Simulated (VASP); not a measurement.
Here is a VASP 6.6.1 calculation.

Contents of INCAR:

```
PREC = Accurate ; ENCUT = 600
EDIFF = 1E-6 ; ISMEAR = 0
SIGMA = 0.1 ; LREAL = False
LASPH = True ; NELM = 100
ALGO = Normal ; ISIF = 3
LWAVE = False ; LCHARG = False
GGA = PE ; IBRION = 2
NSW = 90 ; EDIFFG = -0.04
```

File KPOINTS:

```
regular mesh
0
Gamma
  3 3 6
```

Contents of POSCAR:

```
Zr3NbTe2
1.0
    6.3838146600      0.0000000000      0.0000000000
   -3.1919073300      5.5285456700      0.0000000000
    0.0000000000      0.0000000000      3.5886638600
Zr Nb Te
3 1 2
Direct
    0.5000000000      0.0000000000      0.5000000000
    0.5000000000      0.5000000000      0.5000000000
    0.0000000000      0.5000000000      0.5000000000
    0.0000000000      0.0000000000      0.0000000000
    0.3333333300      0.6666666700      0.0000000000
    0.6666666700      0.3333333300      0.0000000000
```

Potentials or basis: VASP PAW PBE potentials, release 64 (Zr_sv, Nb_sv, Te).

Launch:

```sh
$ cat potpaw_PBE.64/Zr_sv/POTCAR potpaw_PBE.64/Nb_sv/POTCAR potpaw_PBE.64/Te/POTCAR > POTCAR
$ mpirun -np 1 vasp_std > vasp.out
```

Q: What does it give for the relaxed volume?

A: 23.71 Å³/atom.

Q: What does it give for the band gap on the k mesh?

A: Zero (an odd number of electrons rules out a gap without spin polarisation).

The path:
```
step  energy change (eV)  largest force (eV/Å)  pressure (GPa)  volume (Å³)
   1              0.0000                0.0000           33.65       126.66
   2              1.1146                0.0000          -14.22       225.39
   3             -3.0791                0.0000           -2.76       162.60
   4             -3.0972                0.0000           -1.58       160.33
   5             -3.0992                0.0000           -1.10       159.45
   6             -3.3514                0.0000           -1.27       156.97
   7             -4.2446                0.0000           -1.00       148.19
   8             -2.8022                0.0000           14.69       125.70
   9             -4.5546                0.0000            0.27       142.92
  10             -4.5744                0.0000            1.47       140.10
  11             -4.5806                0.0000            1.11       140.87
  12             -4.5426                0.0000           -2.57       146.33
  13             -4.5861                0.0000            0.07       142.28
```

Caveat: the k points lie up to 0.41 Å⁻¹ apart in the final cell, too coarse for converged energies and pressures of a metal; a cell axis changed by over 15 % at a fixed basis, so the end point is rough; spin-orbit coupling is left out, which moves the levels of the heavy elements.
